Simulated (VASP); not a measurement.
# BN (P1) in VASP: notebook, part 3 of 3

VASP 6.6.1.

## (5) Single point, PBE+D3(BJ) (atom 5 (N) moved -0.067 Å along Cartesian [1 1 0])

INCAR

```
SYSTEM = BN
PREC = Accurate
ENCUT = 520
EDIFF = 1E-6
ISMEAR = 0
SIGMA = 0.05
LREAL = .FALSE.
LASPH = .TRUE.
NELM = 100
ALGO = Normal
ISIF = 2
LWAVE = .FALSE.
LCHARG = .TRUE.
GGA = PE
IVDW = 12
LELF = .TRUE.
LVHAR = .TRUE.
NBANDS = 26
```

KPOINTS

```
regular mesh
0
G
  6 6 6
  0 0 0
```

POSCAR

```
BN
1.0
    0.0000000000      0.0000000000      4.3376638211
    2.5076849351      3.3394821895      2.1688319106
   -2.5076849351      3.3394821895      2.1688319106
B N
4 4
Direct
    0.5001068737      0.7500000000      0.2500000000
    0.5001068737      0.2500000000      0.7500000000
    0.0001068737      0.5000000000      0.5000000000
    0.0001068737      1.0000000000      0.0000000000
    0.1736546935      0.7335345257      0.2523423200
    0.1665931163      0.2500000000      0.7500000000
    0.6665931163      0.5000000000      0.5000000000
    0.6665931163      0.0000000000      0.0000000000
```

Potentials or basis: VASP PAW PBE potentials, release 64 (B, N).

On the command line:

```bash
$ cat potpaw_PBE.64/B/POTCAR potpaw_PBE.64/N/POTCAR > POTCAR
$ mpirun -np 1 vasp_std > vasp.out
```

OUTCAR:

```text
SYSTEM = BN
   PREC = Accurate
   ENCUT = 520
   EDIFF = 1E-6
   ISMEAR = 0
   LREAL = .FALSE.
   LASPH = .TRUE.
   NELM = 100
   ISIF = 2
   GGA = PE
   IVDW = 12
 IVDW          = 12

 ion  position               nearest neighbor table
   1  0.500  0.750  0.250-   7 1.45   8 1.45   5 1.45
   2  0.500  0.250  0.750-   6 1.45   8 1.45   7 1.45
   3  0.000  0.500  0.500-   5 1.41   7 1.45   6 1.45
   4  0.000  0.000  0.000-   8 1.45   6 1.45   5 1.49
   5  0.174  0.734  0.252-   3 1.41   1 1.45   4 1.49
   6  0.167  0.250  0.750-   2 1.45   3 1.45   4 1.45
   7  0.667  0.500  0.500-   3 1.45   1 1.45   2 1.45
   8  0.667  0.000  0.000-   4 1.45   2 1.45   1 1.45

  LATTYP: Found a body centered orthorhombic cell.
 ALAT       =     4.3376638211
 B/A-ratio  =     1.1562375687
 C/A-ratio  =     1.5397607225

  Lattice vectors:

 A1 = (  -2.5076849351,  -3.3394821895,  -2.1688319106)
 A2 = (   2.5076849351,  -3.3394821895,   2.1688319105)
 A3 = (  -2.5076849351,   3.3394821895,   2.1688319106)

Analysis of symmetry for initial positions (statically):
[... 192 lines left out ...]
 k-point     1 :       0.0000    0.0000    0.0000
  band No.  band energies     occupation
      1     -15.5652      2.00000
      2     -12.4692      2.00000
      3     -12.3701      2.00000
      4     -12.2366      2.00000
      5      -6.5151      2.00000
      6      -5.4016      2.00000
[... 685 lines left out ...]
     25      14.5733      0.00000
     26      15.0096      0.00000

 [... further k-points ...]

------------------------ aborting loop because EDIFF is reached ----------------------------------------

 Edisp (eV)   -1.11986

 E8    (eV) :    -0.3279

  FORCE on cell =-STRESS in cart. coord.  units (eV):
  Direction    XX          YY          ZZ          XY          YZ          ZX
  --------------------------------------------------------------------------------------
  -------------------------------------------------------------------------------------
  Total       0.24633    -0.08163     0.15544    -0.11803    -0.01874     0.58463
  in kB       5.43228    -1.80016     3.42804    -2.60295    -0.41337    12.89307
  external pressure =        2.35 kB  Pullay stress =        0.00 kB

 VOLUME and BASIS-vectors are now :
 -----------------------------------------------------------------------------
  energy-cutoff  :      520.00
  volume of cell :       72.65
      direct lattice vectors                 reciprocal lattice vectors
     0.000000000  0.000000000  4.337663821     0.000000000 -0.149723811  0.230538843
     2.507684935  3.339482189  2.168831911     0.199387089  0.149723811  0.000000000
    -2.507684935  3.339482189  2.168831911    -0.199387089  0.149723811  0.000000000

 POSITION                                       TOTAL-FORCE (eV/Angst)
 -----------------------------------------------------------------------------------
      1.25384      3.33948      4.33813        -0.387875     -0.241715     -0.024645
     -1.25384      3.33948      4.33813         0.096322      0.028211     -0.000955
      0.00000      3.33948      2.16930        -0.917642     -0.162108     -0.399904
      0.00000      0.00000      0.00046        -0.730259     -0.215733      0.270809
      1.20668      3.29232      2.89146         2.527999      0.381184      0.160906
     -1.25384      3.33948      2.89146        -0.479028      0.075807     -0.000015
      0.00000      3.33948      5.06029        -0.051733      0.072888      0.023638
      0.00000      0.00000      2.89146        -0.057784      0.061467     -0.029835
 -----------------------------------------------------------------------------------
    total drift:                               -0.000088     -0.000147     -0.000149

  FREE ENERGIE OF THE ION-ELECTRON SYSTEM (eV)
  ---------------------------------------------------
  free  energy   TOTEN  =       -71.3538635517 eV

  energy  without entropy=      -71.3538635517  energy(sigma->0) =      -71.35386355
```

OSZICAR:

```text
N       E                     dE             d eps       ncg     rms          rms(c)
DAV:   1     0.127688978442E+03    0.12769E+03   -0.16419E+04  5824   0.116E+03
DAV:   2    -0.677593384746E+02   -0.19545E+03   -0.18272E+03  7684   0.270E+02
DAV:   3    -0.772532339061E+02   -0.94939E+01   -0.94274E+01  7854   0.593E+01
DAV:   4    -0.773569649361E+02   -0.10373E+00   -0.10365E+00  7416   0.680E+00
DAV:   5    -0.773584809863E+02   -0.15161E-02   -0.15156E-02  7760   0.805E-01    0.159E+01
DAV:   6    -0.709520090424E+02    0.64065E+01   -0.14430E+01  6792   0.216E+01    0.714E+00
DAV:   7    -0.703926996073E+02    0.55931E+00   -0.10847E+00  7512   0.591E+00    0.444E+00
DAV:   8    -0.702375195401E+02    0.15518E+00   -0.52227E-01  7478   0.382E+00    0.563E-01
DAV:   9    -0.702320201916E+02    0.54993E-02   -0.28363E-02  7264   0.104E+00    0.295E-01
DAV:  10    -0.702338223303E+02   -0.18021E-02   -0.22388E-03  7152   0.294E-01    0.507E-02
DAV:  11    -0.702339946441E+02   -0.17231E-03   -0.27676E-04  7376   0.102E-01    0.402E-02
DAV:  12    -0.702340059262E+02   -0.11282E-04   -0.57004E-05  7154   0.450E-02    0.541E-03
DAV:  13    -0.702340066992E+02   -0.77309E-06   -0.24912E-06  7404   0.100E-02
   1 F= -.71353864E+02 E0= -.71353864E+02  d E =-.327391E-20
```

It took 5.2 min on 1 thread of Intel Xeon 8259CL, shared host; peak memory 0.3 GiB.

What came out:

| Item | Value |
| --- | --- |
| Free energy | -71.3539 eV |
| Pressure | 0.2 GPa |
| Largest force | 2.562 eV/Å |
| Band gap on the k mesh | 3.61 eV |
| Dispersion energy per atom | -0.140 eV |

Forces on the atoms (eV/Å):
```
B   -0.388 -0.242 -0.025
B    0.096  0.028 -0.001
B   -0.918 -0.162 -0.400
B   -0.730 -0.216  0.271
N    2.528  0.381  0.161
N   -0.479  0.076  0.000
N   -0.052  0.073  0.024
N   -0.058  0.061 -0.030
```

Stress tensor (GPa, compression positive):
```
 0.54 -0.26  1.29
-0.26 -0.18 -0.04
 1.29 -0.04  0.34
```

Levels at points of the mesh, in eV from the valence-band top:
```
           k point  band 13  band 14  band 15  band 16  band 17  band 18  band 19  band 20
(0.00, 0.00, 0.00)    -1.79    -1.63    -1.59    -1.33     3.61     5.02     5.80     6.06
(0.50, 0.00, 0.00)    -3.11    -3.07    -1.11    -1.04     4.48     4.63     7.90     8.07
(0.50, 0.50, 0.50)    -3.11    -3.07    -1.10    -1.02     4.43     4.59     7.88     8.04
(0.00, 0.50, 0.00)    -3.17    -2.96    -0.38    -0.34     4.52     4.61     8.04     8.17
(0.00, 0.00, 0.50)    -3.17    -2.96    -0.36    -0.35     4.56     4.57     7.94     8.26
(0.50, 0.50, 0.00)    -3.60    -3.50    -1.95    -1.84     7.08     7.27     7.38     7.53
(0.50, 0.00, 0.50)    -3.58    -3.48    -1.98    -1.87     7.02     7.22     7.46     7.62
(0.00, 0.50, 0.50)    -1.34    -0.81    -0.70    -0.42     5.29     5.44     5.94     9.26
```

Caveat: the cell differs from its parent crystal (atom 5 (N) moved -0.067 Å along Cartesian [1 1 0]); forces of over 1 eV/Å act on the atoms, so gaps and moduli don't describe the material at rest. A k mesh can miss the band edges.

## (6) Single point, PBE+D3(BJ) (atom 5 (N) moved +0.167 Å along Cartesian [1 1 0])

INCAR

```
SYSTEM = BN
PREC = Accurate
ENCUT = 520
EDIFF = 1E-7
ISMEAR = 0
SIGMA = 0.05
LREAL = .False.
LASPH = .True.
NELM = 80
ALGO = Normal
ISIF = 2
LWAVE = .False.
LCHARG = .True.
GGA = PE
IVDW = 12
LELF = .True.
LVHAR = .True.
NBANDS = 26
```

KPOINTS

```
regular mesh
0
Gamma
  6 6 6
  0 0 0
```

Changes to POSCAR since step 5:

```diff
@@ -12,3 +12,3 @@
     0.0001068737      1.0000000000      0.0000000000
-    0.1736546935      0.7335345257      0.2523423200
+    0.1489444669      0.7911513428      0.2441459559
     0.1665931163      0.2500000000      0.7500000000
```

Potentials or basis: VASP PAW PBE potentials, release 64 (B, N).

On the command line:

```bash
$ cat potpaw_PBE.64/B/POTCAR potpaw_PBE.64/N/POTCAR > POTCAR
$ mpirun -np 1 vasp_std > vasp.out
```

Run time: 5.7 min. Hardware: 1 thread of Intel Xeon 8259CL, shared host; peak memory 0.3 GiB.

The run converged. Its results:

| Item | Value |
| --- | --- |
| Free energy | -70.9965 eV |
| Pressure | 1.1 GPa |
| Largest force | 6.458 eV/Å |
| Band gap on the k mesh | 3.62 eV |
| Dispersion energy per atom | -0.140 eV |

Forces on the atoms (eV/Å):
```
B    0.966  0.615 -0.150
B   -0.237 -0.071 -0.007
B    1.488  0.587  0.479
B    2.634  0.242 -1.284
N   -6.326 -0.840  0.994
N    1.202 -0.196  0.002
N    0.155 -0.133 -0.082
N    0.118 -0.204  0.048
```

Stress tensor (GPa, compression positive):
```
 2.42 -1.63 -3.27
-1.63 -0.34  0.32
-3.27  0.32  1.23
```

Levels at points of the mesh, in eV from the valence-band top:
```csv
k point,band 12,band 13,band 14,band 15,band 16,band 17,band 18,band 19,band 20,band 21
"(0.00, 0.00, 0.00)",-2.08,-1.83,-1.65,-1.54,-1.05,3.62,4.93,5.68,6.27,9.47
"(0.50, 0.00, 0.00)",-3.76,-3.09,-2.86,-1.15,-0.95,4.27,4.67,7.76,8.10,9.48
"(0.50, 0.50, 0.50)",-3.76,-3.10,-2.85,-1.17,-1.00,4.41,4.75,7.74,8.21,9.43
"(0.00, 0.50, 0.00)",-3.95,-3.24,-2.71,-0.42,-0.30,4.47,4.68,7.93,8.24,10.65
"(0.00, 0.00, 0.50)",-3.97,-3.24,-2.71,-0.38,-0.34,4.55,4.59,7.66,8.43,10.89
"(0.50, 0.50, 0.00)",-3.83,-3.62,-3.37,-2.06,-1.81,6.68,7.21,7.45,7.68,8.20
"(0.50, 0.00, 0.50)",-3.93,-3.65,-3.40,-1.99,-1.72,6.70,7.25,7.39,7.61,8.23
"(0.00, 0.50, 0.50)",-1.78,-1.11,-0.88,-0.64,-0.38,5.17,5.52,5.97,8.98,9.78
```

Caveat: the cell differs from its parent crystal (atom 5 (N) moved +0.167 Å along Cartesian [1 1 0]); forces of over 1 eV/Å act on the atoms, so gaps and moduli don't describe the material at rest. A k mesh can miss the band edges.

## (7) Single point, PBE+D3(BJ) (atom 5 (N) moved +0.100 Å along Cartesian [1 1 0])

INCAR

```
PREC = Accurate ; ENCUT = 520
EDIFF = 1E-6 ; ISMEAR = 0
SIGMA = 0.05 ; LREAL = F
LASPH = T ; NELM = 60
ALGO = Normal ; ISIF = 2
LWAVE = F ; LCHARG = F
GGA = PE ; IVDW = 12
NBANDS = 26
```

KPOINTS

```
Automatic mesh
0
Gamma
  6 6 6
```

Changes to POSCAR since step 6:

```diff
@@ -12,3 +12,3 @@
     0.0001068737      1.0000000000      0.0000000000
-    0.1489444669      0.7911513428      0.2441459559
+    0.1560060441      0.7746858685      0.2464882759
     0.1665931163      0.2500000000      0.7500000000
```

On the command line:

```bash
$ cat potpaw_PBE.64/B/POTCAR potpaw_PBE.64/N/POTCAR > POTCAR
$ mpirun -np 1 vasp_std > vasp.out
```

Wall time 5.1 min (1 thread of Intel Xeon 8259CL, shared host); peak memory 0.3 GiB.

It converged, with:

```
Free energy                : -71.2684 eV
Pressure                   : 0.4 GPa
Largest force              : 3.849 eV/Å
Band gap on the k mesh     : 3.61 eV
Dispersion energy per atom : -0.140 eV
```

Forces in eV/Å, atoms in the order of the input:
```
B    0.581  0.364 -0.055
B   -0.144 -0.042 -0.003
B    1.026  0.336  0.364
B    1.445  0.214 -0.654
N   -3.792 -0.555  0.361
N    0.719 -0.115  0.000
N    0.089 -0.088 -0.046
N    0.075 -0.114  0.033
```

Stress tensor (GPa, compression positive):
```
 1.00 -0.59 -1.94
-0.59 -0.23  0.09
-1.94  0.09  0.55
```

Levels at points of the mesh, in eV from the valence-band top:
```csv
k point,band 13,band 14,band 15,band 16,band 17,band 18,band 19,band 20
"(0.00, 0.00, 0.00)",-1.79,-1.63,-1.61,-1.24,3.61,5.00,5.75,6.13
"(0.50, 0.00, 0.00)",-3.10,-3.02,-1.12,-1.00,4.38,4.62,7.84,8.07
"(0.50, 0.50, 0.50)",-3.11,-3.01,-1.13,-1.03,4.46,4.67,7.85,8.12
"(0.00, 0.50, 0.00)",-3.20,-2.88,-0.40,-0.32,4.50,4.63,8.00,8.19
"(0.00, 0.00, 0.50)",-3.20,-2.89,-0.37,-0.35,4.55,4.58,7.85,8.32
"(0.50, 0.50, 0.00)",-3.60,-3.45,-2.01,-1.85,6.91,7.22,7.46,7.66
"(0.50, 0.00, 0.50)",-3.63,-3.48,-1.96,-1.80,6.97,7.27,7.38,7.57
"(0.00, 0.50, 0.50)",-1.27,-0.83,-0.68,-0.41,5.25,5.47,5.95,9.19
```

Caveat: the cell differs from its parent crystal (atom 5 (N) moved +0.100 Å along Cartesian [1 1 0]); forces of over 1 eV/Å act on the atoms, so gaps and moduli don't describe the material at rest.
